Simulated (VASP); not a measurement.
# KCl (Pm-3m) in VASP: a series of runs

KCl is run at these levels: PBEsol; tasks: single point.

Program: VASP 6.6.1. These are calculated values, not measurements. Logs are shortened: lines on timing, memory, paths and dates and some standing lists are left out, and cuts for length are marked.

## Step 1: The cell of the first run

Symmetry: Pm-3m, No. 221, cubic system. Conventional cell: a = 3.686 Å, b = 3.686 Å, c = 3.686 Å, α = 90.00°, β = 90.00°, γ = 90.00°. Within 4.2 Å of K (site symmetry m-3m) lie 8 Cl at 3.19 Å and 6 K at 3.69 Å. Cl (site symmetry m-3m) has 8 K at 3.19 Å and 6 Cl at 3.69 Å within 4.2 Å.

## Step 2: Single point, PBEsol (Na replaced by K, lengths x 1.083, strained)

INCAR reads:

```
SYSTEM = KCl
ALGO     = Normal         ! electronic algorithm
EDIFF    = 1E-6           ! SCF threshold, eV
ENCUT    = 500            ! plane-wave cutoff, eV
GGA      = PS             ! functional
GGA_COMPAT= .False.      
ISIF     = 2              ! what is computed and relaxed
ISMEAR   = 0              ! smearing method
LASPH    = .True.         ! aspherical terms in the spheres
LCHARG   = .True.         ! write CHGCAR
LELF     = .True.         ! ELF
LREAL    = .False.        ! projectors in reciprocal space
LVHAR    = .True.       
LWAVE    = .False.        ! write WAVECAR
NBANDS   = 15             ! bands
NELM     = 120            ! most SCF steps
PREC     = Accurate       ! precision mode
SIGMA    = 0.1            ! smearing width, eV
```

KPOINTS reads:

```
k-points
0
Gamma
  6 6 6
  0 0 0
```

POSCAR reads:

```
KCl
1.0
    3.6863400114      0.0000000000      0.0000000000
    0.0000000000      3.6863400114      0.0000000000
    0.0000000000      0.0000000000      3.6863400114
K Cl
1 1
Direct
    0.0000000000      0.0000000000      0.0000000000
    0.5000000000      0.5000000000      0.5000000000
```

Potentials or basis: VASP PAW PBE potentials, release 64 (K_sv, Cl).

Launch:

```console
$ cat potpaw_PBE.64/K_sv/POTCAR potpaw_PBE.64/Cl/POTCAR > POTCAR
$ mpirun -np 1 vasp_std > vasp.out
```

OUTCAR:

```text
SYSTEM = KCl
   EDIFF = 1E-6
   ENCUT = 500
   GGA = PS
   ISIF = 2
   ISMEAR = 0
   LASPH = .True.
   LREAL = .False.
   NELM = 120
   PREC = Accurate

 ion  position               nearest neighbor table
   1  0.000  0.000  0.000-   2 3.19   2 3.19   2 3.19   2 3.19   2 3.19   2 3.19   2 3.19   2 3.19

   2  0.500  0.500  0.500-   1 3.19   1 3.19   1 3.19   1 3.19   1 3.19   1 3.19   1 3.19   1 3.19

  LATTYP: Found a simple cubic cell.
 ALAT       =     3.6863400114

  Lattice vectors:

 A1 = (   3.6863400114,   0.0000000000,   0.0000000000)
 A2 = (   0.0000000000,   3.6863400114,   0.0000000000)
 A3 = (   0.0000000000,   0.0000000000,   3.6863400114)

Analysis of symmetry for initial positions (statically):
=====================================================================
 Subroutine PRICEL returns:
 Original cell was already a primitive cell.

 Routine SETGRP: Setting up the symmetry group for a
 simple cubic supercell.

 Subroutine GETGRP returns: Found 48 space group operations
 (whereof 48 operations were pure point group operations)
 out of a pool of 48 trial point group operations.

The static configuration has the point symmetry O_h .

Analysis of symmetry for dynamics (positions and initial velocities):
=====================================================================
 Subroutine PRICEL returns:
 Original cell was already a primitive cell.

 Routine SETGRP: Setting up the symmetry group for a
 simple cubic supercell.

 Subroutine GETGRP returns: Found 48 space group operations
 (whereof 48 operations were pure point group operations)
 out of a pool of 48 trial point group operations.

The dynamic configuration has the point symmetry O_h .

 Subroutine INISYM returns: Found 48 space group operations
 (whereof 48 operations are pure point group operations),
 and found     1 'primitive' translations

----------------------------------------------------------------------------------------

                                     Primitive cell

  volume of cell :      50.0941

  direct lattice vectors                    reciprocal lattice vectors
     3.686340011  0.000000000  0.000000000     0.271271776  0.000000000  0.000000000
     0.000000000  3.686340011  0.000000000     0.000000000  0.271271776  0.000000000
     0.000000000  0.000000000  3.686340011     0.000000000  0.000000000  0.271271776

  length of vectors
     3.686340011  3.686340011  3.686340011     0.271271776  0.271271776  0.271271776

  position of ions in fractional coordinates (direct lattice)
     0.000000000  0.000000000  0.000000000
     0.500000000  0.500000000  0.500000000

  ion indices of the primitive-cell ions
   primitive index   ion index
                 1           1
                 2           2

----------------------------------------------------------------------------------------

 KPOINTS: k-points

Automatic generation of k-mesh.
 Grid dimensions read from file:
 generate k-points for:    6    6    6

 Generating k-lattice:

  Cartesian coordinates                     Fractional coordinates (reciprocal lattice)
     0.045211963  0.000000000  0.000000000     0.166666667  0.000000000  0.000000000
     0.000000000  0.045211963  0.000000000     0.000000000  0.166666667  0.000000000
     0.000000000  0.000000000  0.045211963     0.000000000  0.000000000  0.166666667

  Length of vectors
     0.045211963  0.045211963  0.045211963

  Shift w.r.t. Gamma in fractional coordinates (k-lattice)
     0.000000000  0.000000000  0.000000000

 Subroutine IBZKPT returns following result:
 ===========================================

 Found     20 irreducible k-points:

 Following reciprocal coordinates:
            Coordinates               Weight
  0.000000  0.000000  0.000000      1.000000
  0.166667  0.000000  0.000000      6.000000
  0.333333  0.000000  0.000000      6.000000
  0.500000  0.000000  0.000000      3.000000
  0.166667  0.166667  0.000000     12.000000
  0.333333  0.166667  0.000000     24.000000
[... 12 lines left out ...]
  0.500000  0.500000  0.333333      6.000000
  0.500000  0.500000  0.500000      1.000000
   k-points           NKPTS =     20   k-points in BZ     NKDIM =     20   number of bands    NBANDS=     15
   number of dos      NEDOS =    301   number of ions     NIONS =      2
   total plane-waves  NPLWV =  21952
   dimension x,y,z NGX =    28 NGY =   28 NGZ =   28
   dimension x,y,z NGXF=    56 NGYF=   56 NGZF=   56
   ions per type =               1   1
   NGX,Y,Z   is equivalent  to a cutoff of  12.63, 12.63, 12.63 a.u.
   NGXF,Y,Z  is equivalent  to a cutoff of  25.25, 25.25, 25.25 a.u.
 SYSTEM =  KCl
   PREC   = accura    normal or accurate (medium, high low for compatibility)
   ISTART =      0    job   : 0-new  1-cont  2-samecut
   ICHARG =      2    charge: 1-file 2-atom 10-const
   ISPIN  =      1    spin polarized calculation?
   LNONCOLLINEAR =      F non collinear calculations
   LSORBIT =      F    spin-orbit coupling
   LASPH  =      T    aspherical Exc in radial PAW
   ENCUT  =  500.0 eV  36.75 Ry    6.06 a.u.   6.72  6.72  6.72*2*pi/ulx,y,z
   NELM   =    120;   NELMIN=  2; NELMDL= -5     # of ELM steps
   EDIFF  = 0.1E-05   stopping-criterion for ELM
   LREAL  =      F    real-space projection
[... 7 lines left out ...]
   TEBEG  =    0.0;   TEEND  =   0.0 temperature during run
   PSTRESS=    0.0 pullay stress
   NELECT =      16.0000    total number of electrons
   NUPDOWN=      -1.0000    fix difference up-down
   EMIN   =  10.00;   EMAX   =-10.00  energy-range for DOS
   EFERMI =   0.00;   METHOD = LEGACY
   ISMEAR =     0;   SIGMA  =   0.10  broadening in eV -4-tet -1-fermi 0-gaus
   EFERMI_NEDOS =   21; number of points for ismear=-14 and -15
   IALGO  =     38    algorithm
   IMIX   =      4    mixing-type and parameters
     AMIX     =   0.40;   BMIX     =  1.00
     AMIX_MAG =   1.60;   BMIX_MAG =  1.00
  volume/ion in A,a.u.               =      25.05       169.03
  Fermi-wavevector in a.u.,A,eV,Ry     =   1.119058  2.114714 17.038464  1.252292
  Thomas-Fermi vector in A             =   2.255694
   LORBIT       =      0    0 simple, 1 ext, 2 COOP (PROOUT), +10 PAW based schemes
   GGA     = PS    functional components
   LHFCALC =     F    Hartree Fock is set to
   AEXX    =    0.0000 exact exchange contribution
   IVDW    =     0    specifies the selected vdW correction
   LEPSILON=     F    determine dielectric tensor
   LRPA    =     F    only Hartree local field effects (RPA)
 non-spin polarized calculation
 Gauss-broadening in eV      SIGMA  =   0.10
  energy-cutoff  :      500.00
  volume of cell :       50.09
 maximum number of plane-waves:      1328
 NGX is ok and might be reduce to    28
   NGX = 13   NGY = 13   NGZ = 13

 number of electron      15.9999992 magnetization

 Free energy of the ion-electron system (eV)
  ---------------------------------------------------
  ext. energy  EPLUGINS =         0.00000000
  ---------------------------------------------------
  free energy    TOTEN  =        -6.90735789 eV

  energy without entropy =       -6.90735789  energy(sigma->0) =       -6.90735789

 E-fermi :   0.2705     XC(G=0):  -8.8273

 val. band max:       -0.2608158930   @ k =   0.5000   0.5000   0.0000
 cond. band min:       4.8877170171   @ k =   0.0000   0.0000   0.0000
 fundamental gap:      5.1485329102
 Fermi energy:         0.2704559962

 k-point     1 :       0.0000    0.0000    0.0000
  band No.  band energies     occupation
      1     -27.9636      2.00000
      2     -13.0630      2.00000
      3     -11.3866      2.00000
      4     -11.3866      2.00000
      5     -11.3866      2.00000
      6      -0.4913      2.00000
      7      -0.4913      2.00000
      8      -0.4913      2.00000
      9       4.8877      0.00000
     10       6.0306      0.00000
     11       6.0306      0.00000
     12      10.6743      0.00000
     13      10.6743      0.00000
     14      10.6743      0.00000
     15      13.7957      0.00000

 k-point     2 :       0.1667    0.0000    0.0000
  band No.  band energies     occupation
      1     -27.9552      2.00000
      2     -13.1124      2.00000
      3     -11.3742      2.00000
      4     -11.3742      2.00000
      5     -11.3518      2.00000
      6      -1.0902      2.00000
      7      -0.5024      2.00000
      8      -0.5024      2.00000
      9       5.5631      0.00000
     10       6.2824      0.00000
     11       6.7168      0.00000
     12      10.5740      0.00000
     13      10.5740      0.00000
     14      10.8259      0.00000
     15      12.6717      0.00000

 k-point     3 :       0.3333    0.0000    0.0000
  band No.  band energies     occupation
      1     -27.9385      2.00000
      2     -13.2173      2.00000
      3     -11.3492      2.00000
      4     -11.3492      2.00000
      5     -11.2656      2.00000
      6      -2.0241      2.00000
      7      -0.5266      2.00000
      8      -0.5266      2.00000
      9       6.9091      0.00000
     10       6.9796      0.00000
     11       8.0735      0.00000
     12      10.5241      0.00000
     13      10.5241      0.00000
     14      10.8107      0.00000
     15      11.1838      0.00000
[... 271 lines left out ...]
 k-point    19 :       0.5000    0.5000    0.3333
  band No.  band energies     occupation
      1     -27.8785      2.00000
      2     -12.5552      2.00000
      3     -11.6556      2.00000
      4     -11.6556      2.00000
      5     -11.5516      2.00000
      6      -1.8577      2.00000
      7      -1.8577      2.00000
      8      -1.5707      2.00000
      9       7.7660      0.00000
     10       8.6634      0.00000
     11       8.6634      0.00000
     12       9.3908      0.00000
     13      10.5916      0.00000
     14      10.5916      0.00000
     15      12.5729      0.00000

 k-point    20 :       0.5000    0.5000    0.5000
  band No.  band energies     occupation
      1     -27.8714      2.00000
      2     -12.5034      2.00000
      3     -11.6323      2.00000
      4     -11.6323      2.00000
      5     -11.6323      2.00000
      6      -1.9210      2.00000
      7      -1.9210      2.00000
      8      -1.9210      2.00000
      9       8.7744      0.00000
     10       8.7744      0.00000
     11       8.7744      0.00000
     12      10.1120      0.00000
     13      10.1120      0.00000
     14      10.1120      0.00000
     15      12.6070      0.00000

------------------------ aborting loop because EDIFF is reached ----------------------------------------

  FORCE on cell =-STRESS in cart. coord.  units (eV):
  Direction    XX          YY          ZZ          XY          YZ          ZX
  --------------------------------------------------------------------------------------
  -------------------------------------------------------------------------------------
  Total        0.3342767      0.3342767      0.3342767     -0.0000000      0.0000000     -0.0000000
  in kB       10.6912992     10.6912992     10.6912992     -0.0000000      0.0000000     -0.0000000
  external PRESSURE =      10.6912992 kB  Pullay stress =       0.0000000 kB

 VOLUME and BASIS-vectors are now :
 -----------------------------------------------------------------------------
  energy-cutoff  :      500.00
  volume of cell :       50.09
      direct lattice vectors                 reciprocal lattice vectors
     3.686340011  0.000000000  0.000000000     0.271271776  0.000000000  0.000000000
     0.000000000  3.686340011  0.000000000     0.000000000  0.271271776  0.000000000
     0.000000000  0.000000000  3.686340011     0.000000000  0.000000000  0.271271776

 POSITION                                       TOTAL-FORCE (eV/Angst)
 -----------------------------------------------------------------------------------
      0.00000      0.00000      0.00000         0.000000      0.000000      0.000000
      1.84317      1.84317      1.84317         0.000000      0.000000      0.000000
 -----------------------------------------------------------------------------------
    total drift:                               -0.000000      0.000000      0.000000

  FREE ENERGIE OF THE ION-ELECTRON SYSTEM (eV)
  ---------------------------------------------------
  free  energy   TOTEN  =        -6.9073578914 eV

  energy  without entropy=       -6.9073578914  energy(sigma->0) =       -6.90735789
```

It took 26 s on 1 thread of Intel Xeon 8259CL, shared host; peak memory 0.16 GiB.

What came out:

- Free energy: -6.9074 eV
- Pressure: 1.1 GPa
- Band gap on the k mesh: 5.15 eV (least direct gap 5.38 eV)

Caveat: the cell differs from its parent crystal (Na replaced by K, lengths x 1.083, strained); the PAW data sets were made with another functional, which shifts forces and pressure a little. A k mesh can miss the band edges.

## Step 3: Single point, PBEsol (Na replaced by K, lengths x 1.083, strained)

INCAR reads:

```
PREC = Accurate
ENCUT = 500
EDIFF = 1E-6
ISMEAR = 0
SIGMA = 0.02
LREAL = F
LASPH = T
NELM = 120
ALGO = Normal
ISIF = 2
LWAVE = F
LCHARG = F
GGA = PS
NBANDS = 15
GGA_COMPAT = F
```

KPOINTS reads:

```
regular mesh
0
Gamma
  6 6 6
```

POSCAR is that of step 2.

Potentials or basis: VASP PAW PBE potentials, release 64 (K_sv, Cl).

Launch:

```console
$ cat potpaw_PBE.64/K_sv/POTCAR potpaw_PBE.64/Cl/POTCAR > POTCAR
$ mpirun -np 1 vasp_std > vasp.out
```

OUTCAR:

```text
PREC = Accurate
   ENCUT = 500
   EDIFF = 1E-6
   ISMEAR = 0
   LREAL = F
   LASPH = T
   NELM = 120
   ISIF = 2
   GGA = PS

 ion  position               nearest neighbor table
   1  0.000  0.000  0.000-   2 3.19   2 3.19   2 3.19   2 3.19   2 3.19   2 3.19   2 3.19   2 3.19

   2  0.500  0.500  0.500-   1 3.19   1 3.19   1 3.19   1 3.19   1 3.19   1 3.19   1 3.19   1 3.19

  LATTYP: Found a simple cubic cell.
 ALAT       =     3.6863400114

  Lattice vectors:
[... 540 lines left out ...]
     15      12.6070      0.00000

------------------------ aborting loop because EDIFF is reached ----------------------------------------

  FORCE on cell =-STRESS in cart. coord.  units (eV):
  Direction    XX          YY          ZZ          XY          YZ          ZX
  --------------------------------------------------------------------------------------
  -------------------------------------------------------------------------------------
  Total        0.3342767      0.3342767      0.3342767      0.0000000     -0.0000000     -0.0000000
  in kB       10.6912991     10.6912991     10.6912991      0.0000000     -0.0000000     -0.0000000
  external PRESSURE =      10.6912991 kB  Pullay stress =       0.0000000 kB

 VOLUME and BASIS-vectors are now :
 -----------------------------------------------------------------------------
  energy-cutoff  :      500.00
  volume of cell :       50.09
      direct lattice vectors                 reciprocal lattice vectors
     3.686340011  0.000000000  0.000000000     0.271271776  0.000000000  0.000000000
     0.000000000  3.686340011  0.000000000     0.000000000  0.271271776  0.000000000
     0.000000000  0.000000000  3.686340011     0.000000000  0.000000000  0.271271776

 POSITION                                       TOTAL-FORCE (eV/Angst)
 -----------------------------------------------------------------------------------
      0.00000      0.00000      0.00000         0.000000      0.000000      0.000000
      1.84317      1.84317      1.84317         0.000000      0.000000      0.000000
 -----------------------------------------------------------------------------------
    total drift:                               -0.000000      0.000000      0.000000

  FREE ENERGIE OF THE ION-ELECTRON SYSTEM (eV)
  ---------------------------------------------------
  free  energy   TOTEN  =        -6.9073578913 eV

  energy  without entropy=       -6.9073578913  energy(sigma->0) =       -6.90735789
```

stdout:

```text
POSCAR found type information on POSCAR K Cl
 POSCAR found :  2 types and       2 ions
 scaLAPACK will be used
 -----------------------------------------------------------------------------
|                                                                             |
|                                                                             |
|     You enforced a specific xc type in the INCAR file but a different       |
|     I HOPE YOU KNOW WHAT YOU ARE DOING!                                     |
|                                                                             |
 -----------------------------------------------------------------------------

 LDA part: xc-table for (Slater+PW92), standard interpolation
 POSCAR, INCAR and KPOINTS ok, starting setup
 FFT: planning ... GRIDC
 FFT: planning ... GRID_SOFT
 FFT: planning ... GRID
 WAVECAR not read
 entering main loop
```

Wall time 23 s (1 thread of Intel Xeon 8259CL, shared host); peak memory 0.15 GiB.

What came out:

- Free energy: -6.9074 eV
- Pressure: 1.1 GPa
- Band gap on the k mesh: 5.15 eV (least direct gap 5.38 eV)

Caveat: the cell differs from its parent crystal (Na replaced by K, lengths x 1.083, strained); the PAW data sets were made with another functional, which shifts forces and pressure a little. A k mesh can miss the band edges.
